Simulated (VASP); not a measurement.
Input of a VASP 6.6.1 run:

INCAR

```
PREC     = Accurate       # precision mode
ENCUT    = 520            # plane-wave cutoff, eV
EDIFF    = 1E-7           # SCF threshold, eV
ISMEAR   = 0              # smearing method
SIGMA    = 0.1            # smearing width, eV
LREAL    = F              # projectors in reciprocal space
LASPH    = T              # aspherical terms in the spheres
NELM     = 80             # most SCF steps
ALGO     = Normal         # electronic algorithm
ISIF     = 2              # what is computed and relaxed
LWAVE    = F              # write WAVECAR
LCHARG   = F              # write CHGCAR
GGA      = PE             # functional
NBANDS   = 9              # bands
```

The input KPOINTS:

```
Automatic mesh
0
Gamma
  21 21 12
```

Contents of POSCAR:

```
Be
1.0
    2.3317490556      0.0000000000      0.0000000000
   -1.1658745278      2.0193539174      0.0000000000
    0.0000000000      0.0000000000      3.6591256640
Be
2
Direct
    0.3333333333      0.6666666667      0.2500000000
    0.6666666667      0.3333333333      0.7500000000
```

Potentials or basis: VASP PAW PBE potentials, release 64 (Be).

Run with:

```sh
$ cat potpaw_PBE.64/Be/POTCAR > POTCAR
$ mpirun -np 1 vasp_std > vasp.out
```

Problem. What does it give for the pressure?

Solution. -9.0 GPa.

Problem. What does it give for the band gap on the k mesh?

Solution. Zero (bands 2 and 3 overlap by 2.01 eV).

Caveat: the cell stands under tension.
